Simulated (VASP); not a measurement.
# Te (R-3m) in VASP: single point with PBEsol

Aim: the single point of Te with PBEsol.

All numbers are computed with VASP 6.6.1; they aren't measurements. Logs are shortened: lines on timing, memory, paths and dates and some standing lists are left out, and cuts for length are marked.

### Step 1. The cell of the first run

Symmetry: R-3m, No. 166, trigonal system. Conventional cell: a = 4.400 Å, b = 4.400 Å, c = 5.593 Å, α = 90.00°, β = 90.00°, γ = 120.00°. Te (site symmetry -3m) has 6 Te at 3.15 Å within 4.1 Å.

### Step 2. Single point, PBEsol

The input, INCAR:

```
ALGO = Normal
EDIFF = 1E-6
ENCUT = 520
GGA = PS
ISIF = 2
ISMEAR = 0
LASPH = T
LCHARG = F
LREAL = F
LWAVE = F
NBANDS = 13
NELM = 80
PREC = Accurate
SIGMA = 0.1
```

The input, KPOINTS:

```
k-points
0
Gamma
  6 6 6
```

The input, POSCAR:

```
Te
1.0
    2.2000908437      1.2702230409      3.7289477547
   -2.2000908437      1.2702230409      3.7289477547
    0.0000000000     -2.5404460817      3.7289477547
Te
2
Direct
    0.2500010933      0.2500010933      0.2500010933
    0.7499989067      0.7499989067      0.7499989067
```

Potentials or basis: VASP PAW PBE potentials, release 64 (Te).

The run is started by

```console
$ cat potpaw_PBE.64/Te/POTCAR > POTCAR
$ mpirun -np 1 vasp_std > vasp.out
```

OUTCAR:

```text
EDIFF = 1E-6
   ENCUT = 520
   GGA = PS
   ISIF = 2
   ISMEAR = 0
   LASPH = T
   LREAL = F
   NELM = 80
   PREC = Accurate

 ion  position               nearest neighbor table
   1  0.250  0.250  0.250-   2 3.15   2 3.15   2 3.15   2 3.15   2 3.15   2 3.15
   2  0.750  0.750  0.750-   1 3.15   1 3.15   1 3.15   1 3.15   1 3.15   1 3.15

  LATTYP: Found a trigonal (rhomboedric) cell.
 ALAT       =     4.5120857318
 COS(alpha) =     0.5244934133

  Lattice vectors:

 A1 = (   2.2000908437,   1.2702230409,   3.7289477547)
 A2 = (  -2.2000908437,   1.2702230409,   3.7289477547)
 A3 = (   0.0000000000,  -2.5404460817,   3.7289477547)

Analysis of symmetry for initial positions (statically):
=====================================================================
 Subroutine PRICEL returns following result:

  LATTYP: Found a trigonal (rhomboedric) cell.
 ALAT       =     3.1512252139
 COS(alpha) =     0.0251084038

  Lattice vectors:

 A1 = (   0.0000000000,   2.5404460817,   1.8644983385)
 A2 = (  -2.2000908437,  -1.2702230408,   1.8644494162)
 A3 = (   2.2000908437,  -1.2702230408,   1.8644983385)

   2 primitive cells build up your supercell.

 Routine SETGRP: Setting up the symmetry group for a
 trigonal (rhombohedral) supercell.

 Subroutine GETGRP returns: Found 12 space group operations
 (whereof 12 operations were pure point group operations)
 out of a pool of 12 trial point group operations.

The static configuration has the point symmetry D_3d.

Analysis of symmetry for dynamics (positions and initial velocities):
=====================================================================
 Subroutine PRICEL returns following result:

  LATTYP: Found a trigonal (rhomboedric) cell.
 ALAT       =     3.1512252139
 COS(alpha) =     0.0251084038

  Lattice vectors:

 A1 = (   0.0000000000,   2.5404460817,   1.8644983385)
 A2 = (  -2.2000908437,  -1.2702230408,   1.8644494162)
 A3 = (   2.2000908437,  -1.2702230408,   1.8644983385)

   2 primitive cells build up your supercell.

 Routine SETGRP: Setting up the symmetry group for a
 trigonal (rhombohedral) supercell.

 Subroutine GETGRP returns: Found 12 space group operations
 (whereof 12 operations were pure point group operations)
 out of a pool of 12 trial point group operations.

The dynamic configuration has the point symmetry D_3d.

 Subroutine INISYM returns: Found 12 space group operations
 (whereof 12 operations are pure point group operations),
 and found     2 'primitive' translations

----------------------------------------------------------------------------------------

                                     Primitive cell

  volume of cell :      31.2630

  direct lattice vectors                    reciprocal lattice vectors
     0.000000000  2.540446082  1.864498339    -0.000001988  0.262419957  0.178780663
    -2.200090844 -1.270223041  1.864449416    -0.227265331 -0.131211700  0.178780663
     2.200090844 -1.270223041  1.864498339     0.227261355 -0.131211700  0.178780663

  length of vectors
     3.151225214  3.151196268  3.151225214     0.317532296  0.317535142  0.317532296

  position of ions in fractional coordinates (direct lattice)
     0.500000000  0.500000000  0.500000000

  ion indices of the primitive-cell ions
   primitive index   ion index
                 1           1

----------------------------------------------------------------------------------------

 KPOINTS: k-points

Automatic generation of k-mesh.
 Grid dimensions read from file:
 generate k-points for:    6    6    6

 Generating k-lattice:

  Cartesian coordinates                     Fractional coordinates (reciprocal lattice)
     0.037877224  0.021868425  0.014898454     0.166666667  0.000000000 -0.000000000
    -0.037877224  0.021868425  0.014898454     0.000000000  0.166666667 -0.000000000
     0.000000000 -0.043736851  0.014898454    -0.000000000 -0.000000000  0.166666667

  Length of vectors
     0.046204719  0.046204719  0.046204719

  Shift w.r.t. Gamma in fractional coordinates (k-lattice)
     0.000000000  0.000000000  0.000000000

 Subroutine IBZKPT returns following result:
 ===========================================

 Found     32 irreducible k-points:

 Following reciprocal coordinates:
            Coordinates               Weight
  0.000000  0.000000  0.000000      1.000000
  0.166667  0.000000  0.000000      6.000000
  0.333333 -0.000000  0.000000      6.000000
  0.500000  0.000000  0.000000      3.000000
  0.166667  0.166667  0.000000      6.000000
  0.333333  0.166667  0.000000     12.000000
[... 16 lines left out ...]
  0.500000  0.500000  0.166667      6.000000
 -0.333333  0.500000  0.166667     12.000000
 [... further k-points ...]
   k-points           NKPTS =     32   k-points in BZ     NKDIM =     32   number of bands    NBANDS=     13
   number of dos      NEDOS =    301   number of ions     NIONS =      2
   total plane-waves  NPLWV =  46656
   dimension x,y,z NGX =    36 NGY =   36 NGZ =   36
   dimension x,y,z NGXF=    72 NGYF=   72 NGZF=   72
   ions per type =               2
   NGX,Y,Z   is equivalent  to a cutoff of  13.26, 13.26, 13.26 a.u.
   NGXF,Y,Z  is equivalent  to a cutoff of  26.53, 26.53, 26.53 a.u.
 SYSTEM =  unknown system
   PREC   = accura    normal or accurate (medium, high low for compatibility)
   ISTART =      0    job   : 0-new  1-cont  2-samecut
   ICHARG =      2    charge: 1-file 2-atom 10-const
   ISPIN  =      1    spin polarized calculation?
   LNONCOLLINEAR =      F non collinear calculations
   LSORBIT =      F    spin-orbit coupling
   LASPH  =      T    aspherical Exc in radial PAW
   ENCUT  =  520.0 eV  38.22 Ry    6.18 a.u.   8.39  8.39  8.39*2*pi/ulx,y,z
   NELM   =     80;   NELMIN=  2; NELMDL= -5     # of ELM steps
   EDIFF  = 0.1E-05   stopping-criterion for ELM
   LREAL  =      F    real-space projection
[... 7 lines left out ...]
   TEBEG  =    0.0;   TEEND  =   0.0 temperature during run
   PSTRESS=    0.0 pullay stress
   NELECT =      12.0000    total number of electrons
   NUPDOWN=      -1.0000    fix difference up-down
   EMIN   =  10.00;   EMAX   =-10.00  energy-range for DOS
   EFERMI =   0.00;   METHOD = LEGACY
   ISMEAR =     0;   SIGMA  =   0.10  broadening in eV -4-tet -1-fermi 0-gaus
   EFERMI_NEDOS =   21; number of points for ismear=-14 and -15
   IALGO  =     38    algorithm
   IMIX   =      4    mixing-type and parameters
     AMIX     =   0.40;   BMIX     =  1.00
     AMIX_MAG =   1.60;   BMIX_MAG =  1.00
  volume/ion in A,a.u.               =      31.26       210.97
  Fermi-wavevector in a.u.,A,eV,Ry     =   0.944313  1.784492 12.132677  0.891727
  Thomas-Fermi vector in A             =   2.072105
   LORBIT       =      0    0 simple, 1 ext, 2 COOP (PROOUT), +10 PAW based schemes
   GGA     = PS    functional components
   LHFCALC =     F    Hartree Fock is set to
   AEXX    =    0.0000 exact exchange contribution
   IVDW    =     0    specifies the selected vdW correction
   LEPSILON=     F    determine dielectric tensor
   LRPA    =     F    only Hartree local field effects (RPA)
 non-spin polarized calculation
 Gauss-broadening in eV      SIGMA  =   0.10
  energy-cutoff  :      520.00
  volume of cell :       62.53
 maximum number of plane-waves:      1697
 NGX is ok and might be reduce to    36
   NGX = 17   NGY = 17   NGZ = 17

 number of electron      12.0000000 magnetization

 Free energy of the ion-electron system (eV)
  ---------------------------------------------------
  ext. energy  EPLUGINS =         0.00000000
  ---------------------------------------------------
  free energy    TOTEN  =        -7.00562929 eV

  energy without entropy =       -7.00027761  energy(sigma->0) =       -7.00295345

 E-fermi :   6.8944     XC(G=0):  -9.6230

 val. band max:        6.8097404442   @ k =   0.5000   0.5000   0.3333
 cond. band min:       6.9036174256   @ k =   0.5000   0.1667   0.0000
 fundamental gap:      0.0938769813
 Fermi energy:         6.8943573404

 k-point     1 :       0.0000    0.0000    0.0000
  band No.  band energies     occupation
      1      -7.0716      2.00000
      2      -1.2791      2.00000
      3       3.5389      2.00000
      4       3.9090      2.00000
      5       3.9090      2.00000
      6       8.0862      0.00000
      7       8.0862      0.00000
      8       8.2501      0.00000
      9      10.8884      0.00000
     10      11.3110      0.00000
     11      11.3110      0.00000
     12      12.8957      0.00000
     13      12.8957      0.00000

 k-point     2 :       0.1667    0.0000    0.0000
  band No.  band energies     occupation
      1      -6.8086      2.00000
      2      -1.9309      2.00000
      3       3.6729      2.00000
      4       3.9785      2.00000
      5       4.1227      2.00000
      6       7.2573      0.00000
      7       7.2588      0.00000
      8       7.4047      0.00000
      9      11.1782      0.00000
     10      11.4510      0.00000
     11      11.8549      0.00000
     12      14.2128      0.00000
     13      14.2785      0.00000

 k-point     3 :       0.3333   -0.0000    0.0000
  band No.  band energies     occupation
      1      -6.0389      2.00000
      2      -3.3447      2.00000
      3       4.0348      2.00000
      4       4.2635      2.00000
      5       4.5687      2.00000
      6       5.8616      2.00000
      7       5.9356      2.00000
      8       6.1445      2.00000
      9      12.0879      0.00000
     10      12.9810      0.00000
     11      13.3952      0.00000
     12      16.1367      0.00000
     13      16.9362      0.00000

 k-point     4 :       0.5000    0.0000    0.0000
  band No.  band energies     occupation
      1      -4.8311      2.00000
      2      -4.8310      2.00000
      3       4.7424      2.00000
      4       4.7426      2.00000
      5       4.8959      2.00000
      6       4.8963      2.00000
      7       5.1876      2.00000
      8       5.1877      2.00000
      9      14.1327      0.00000
     10      14.1328      0.00000
     11      15.3241      0.00000
     12      15.3241      0.00000
     13      15.7438      0.00000

 k-point     5 :       0.1667    0.1667    0.0000
  band No.  band energies     occupation
      1      -6.7316      2.00000
      2      -2.0069      2.00000
      3       3.1769      2.00000
      4       3.4280      2.00000
      5       5.3688      2.00000
      6       5.3739      2.00000
      7       8.3880      0.00000
      8       8.4982      0.00000
      9      10.1512      0.00000
     10      12.2712      0.00000
     11      12.5553      0.00000
     12      13.2089      0.00000
     13      13.5828      0.00000
[... 257 lines left out ...]
 k-point    22 :      -0.1667    0.3333    0.1667
  band No.  band energies     occupation
      1      -5.4913      2.00000
      2      -3.5998      2.00000
      3       2.0310      2.00000
      4       2.3453      2.00000
      5       4.0333      2.00000
      6       6.4087      2.00000
      7       8.0504      0.00000
      8       9.4760      0.00000
      9      10.3696      0.00000
     10      14.3740      0.00000
     11      14.5344      0.00000
     12      15.1111      0.00000
     13      16.8726      0.00000

 k-point    23 :       0.5000    0.5000    0.1667
  band No.  band energies     occupation
      1      -5.2461      2.00000
      2      -3.6460      2.00000
      3       1.1720      2.00000
      4       2.5680      2.00000
      5       2.6793      2.00000
      6       8.6334      0.00000
      7       8.8901      0.00000
      8       9.5171      0.00000
      9      10.0801      0.00000
     10      14.9579      0.00000
     11      15.5531      0.00000
     12      16.0748      0.00000
     13      17.0378      0.00000

 k-point    24 :      -0.3333    0.5000    0.1667
  band No.  band energies     occupation
      1      -4.8656      2.00000
      2      -3.9667      2.00000
      3       0.8936      2.00000
      4       1.7007      2.00000
      5       3.7718      2.00000
      6       7.0462      0.03173
      7       9.9038      0.00000
      8      10.0749      0.00000
      9      10.5977      0.00000
     10      13.2028      0.00000
     11      15.7341      0.00000
     12      16.7997      0.00000
     13      17.7361      0.00000

 [... further k-points ...]

------------------------ aborting loop because EDIFF is reached ----------------------------------------

  FORCE on cell =-STRESS in cart. coord.  units (eV):
  Direction    XX          YY          ZZ          XY          YZ          ZX
  --------------------------------------------------------------------------------------
  -------------------------------------------------------------------------------------
  Total        0.0224173      0.0224173      0.0077219      0.0000000      0.0000000      0.0000000
  in kB        0.5744282      0.5744282      0.1978692      0.0000000      0.0000000      0.0000000
  external PRESSURE =       0.4489085 kB  Pullay stress =       0.0000000 kB

 VOLUME and BASIS-vectors are now :
 -----------------------------------------------------------------------------
  energy-cutoff  :      520.00
  volume of cell :       62.53
      direct lattice vectors                 reciprocal lattice vectors
     2.200090844  1.270223041  3.728947755     0.227263343  0.131210552  0.089390722
    -2.200090844  1.270223041  3.728947755    -0.227263343  0.131210552  0.089390722
     0.000000000 -2.540446082  3.728947755     0.000000000 -0.262421104  0.089390722

 POSITION                                       TOTAL-FORCE (eV/Angst)
 -----------------------------------------------------------------------------------
      0.00000      0.00000      2.79672         0.000000      0.000000      0.000000
      0.00000      0.00000      8.39012         0.000000     -0.000000     -0.000000
 -----------------------------------------------------------------------------------
    total drift:                               -0.000000      0.000000     -0.000000

  FREE ENERGIE OF THE ION-ELECTRON SYSTEM (eV)
  ---------------------------------------------------
  free  energy   TOTEN  =        -7.0056292886 eV

  energy  without entropy=       -7.0002776096  energy(sigma->0) =       -7.00295345
```

Run time: 29 s. Hardware: 1 thread of Intel Xeon 8259CL, shared host; peak memory 0.2 GiB.

What came out:

- Free energy: -7.0056 eV
- Pressure: 0.0 GPa
- Band gap on the k mesh: zero (bands 6 and 7 overlap by 3.56 eV)

Caveat: the PAW data sets were made with another functional, which shifts forces and pressure a little; spin-orbit coupling is left out, which moves the levels of the heavy elements.

The gap in the log of VASP goes by the Fermi energy; the results here count the filled bands.